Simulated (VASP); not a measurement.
GdVH3:

```
CELL_PARAMETERS angstrom
3.66150 0.00000 0.00000
0.00000 3.66150 0.00000
0.00000 0.00000 3.66150
ATOMIC_POSITIONS crystal
V 0.00000 0.00000 0.00000
H 0.50000 0.00000 0.00000
H 0.00000 0.50000 0.00000
H 0.00000 0.00000 0.50000
Gd 0.50000 0.50000 0.50000
```

| Property | Result |
| --- | --- |
| Program | VASP 6.6.1 |
| Task | relaxation of cell and atoms |
| Functional | revPBE |
| Potentials or basis | VASP PAW PBE potentials, release 64 (V_sv, H, Gd) |
| Cutoff | 600 eV |
| k mesh | 8 × 8 × 8 |
| Occupations | methfessel-paxton, width 0.0479 eV |
| Spin | collinear spin, ferrimagnetic start |
| Starting moments | [0.4, 0.0, 0.0, 0.0, -6.9] μB |

At the start: pressure 2.6 GPa; volume 9.82 Å³/atom.

Problem. How do energy, volume and symmetry change on relaxing?

Solution. Over 3 steps the energy falls by 2.3 meV/atom and the volume is 10.12 Å³/atom (+3.1 %); space group Pm-3m (No. 221, to 0.05 Å); moment 6.00 μB per cell.

The path:
```tsv
step	energy change (eV)	largest force (eV/Å)	pressure (GPa)	volume (Å³)
1	0.0000	0.0000	2.57	49.09
2	-0.0110	0.0000	0.60	50.21
3	-0.0115	0.0000	-0.15	50.60
```

Final structure:
```yaml
crystal:
  lattice:
    - [3.69881, 0.00000, 0.00000]
    - [0.00000, 3.69881, 0.00000]
    - [0.00000, 0.00000, 3.69881]
  atoms:
    - { symbol: V, position: [0.00000, 0.00000, 0.00000] }
    - { symbol: H, position: [0.50000, 0.00000, 0.00000] }
    - { symbol: H, position: [0.00000, 0.50000, 0.00000] }
    - { symbol: H, position: [0.00000, 0.00000, 0.50000] }
    - { symbol: Gd, position: [0.50000, 0.50000, 0.50000] }
```

Caveat: the PAW data sets were made with another functional, which shifts forces and pressure a little; without U or exact exchange the open f shell lies at the Fermi level, which spoils levels, moments and volumes.
